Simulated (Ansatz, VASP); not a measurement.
# One calculation of CsBr, two programs

```
Cs Br
1.0
     4.31811    0.00000    0.00000
     0.00000    4.31811    0.00000
     0.00000    0.00000    4.31811
Cs Br
1 1
Cartesian
  0.0000 0.0000 0.0000
  2.1591 2.1591 2.1591
```

Alike in both runs: task single point; functional LDA; k mesh 6 × 6 × 6; no spin polarisation.

```csv
,VASP,Ansatz
version,VASP 6.6.1,Ansatz 0.2.0
potentials or method,"VASP PAW LDA potentials, release 64 (Cs_sv, Br), cutoff 500 eV",PAW plane waves
occupations,"fermi-dirac, width 0.1 eV",fermi-dirac
valence electrons in the cell,16,16
```

|  | VASP | Ansatz | Ansatz less VASP |
| --- | --- | --- | --- |
| gap on the k mesh at the Fermi level (eV) | 4.06 | 4.05 | -0.006 |
| pressure (GPa) | -1.9 | -1.9 | -0.05 |

LDA's correlation is that of Perdew and Zunger in VASP and of Perdew and Wang (1992) in Ansatz.

Spin-orbit coupling is off throughout.
